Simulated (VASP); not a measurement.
## MgO: relaxation of cell and atoms with LDA

Crystal: MgO.

```
Mg O
1.0
     3.42658    0.00000    0.00000
    -1.71329    2.96750    0.00000
     0.00000    0.00000    4.11259
Mg O
2 2
Direct
  0.66667 0.33333 0.75000
  0.33333 0.66667 0.25000
  0.66667 0.33333 0.25000
  0.33333 0.66667 0.75000
```

```
Program                : VASP 6.6.1
Task                   : relaxation of cell and atoms
Functional             : LDA
Potentials or basis    : VASP PAW LDA potentials, release 64 (Mg, O)
Cutoff                 : 600 eV
k mesh                 : 12 × 12 × 6
Occupations            : gaussian, width 0.01 eV
Spin                   : no spin polarisation
Target pressure        : 8 GPa
Dipole correction      : no
Further INCAR settings : ALGO = Normal; EDIFF = 1e-06; IBRION = 2; EDIFFG = -0.001; NSW = 80; ISIF = 3
```

```yaml
Relaxed_volume: 10.03 Å³/atom
Relaxed_cell: a = 3.377 Å, b = 3.377 Å, c = 4.061 Å, α = 90.00°, β = 90.00°, γ = 120.00°
Space_group_after_relaxing_to_0.1_Å: P6_3/mmc (No. 194)
Energy_change_on_relaxing_the_run_minimises_the_enthalpy: +11.7 meV/atom
Ionic_steps: 7
Pressure_after_relaxing: 8.0 GPa
Band_gap_on_the_k_mesh: 3.81 eV
```

The path:
| step | energy change (eV) | largest force (eV/Å) | pressure (GPa) | volume (Å³) |
| --- | --- | --- | --- | --- |
| 1 | 0.0000 | 0.0000 | 0.98 | 41.82 |
| 2 | 0.1123 | 0.0000 | 12.91 | 39.11 |
| 3 | 0.0463 | 0.0000 | 7.98 | 40.12 |
| 4 | 0.0480 | 0.0000 | 8.11 | 40.09 |
| 5 | 0.0461 | 0.0000 | 7.94 | 40.13 |
| 6 | 0.0460 | 0.0000 | 7.94 | 40.13 |
| 7 | 0.0469 | 0.0000 | 8.01 | 40.11 |

Final structure:
```
Mg O
1.0
     3.37735    0.00000    0.00000
    -1.68868    2.92487    0.00000
     0.00000    0.00000    4.06052
Mg O
2 2
Direct
  0.66667 0.33333 0.75000
  0.33333 0.66667 0.25000
  0.66667 0.33333 0.25000
  0.33333 0.66667 0.75000
```

Levels at points of the mesh, in eV from the valence-band top:
```tsv
k point	band 6	band 7	band 8	band 9	band 10	band 11
(0.00, 0.00, 0.00)	-0.95	-0.95	0.00	3.81	9.99	12.78
(0.50, 0.00, 0.00)	-2.16	-1.48	-0.60	7.08	9.88	9.89
(0.00, 0.00, 0.50)	-1.48	-1.48	-1.48	6.84	6.84	13.26
(0.50, 0.00, 0.50)	-1.73	-0.97	-0.97	7.46	7.46	12.83
```

It took 2.4 min on 1 thread of Intel Xeon 8259CL (shared host), peak memory 0.19 GiB.

Caveat: the cell is relaxed towards a set pressure, so the run minimises the enthalpy, not the energy. A k mesh can miss the band edges.
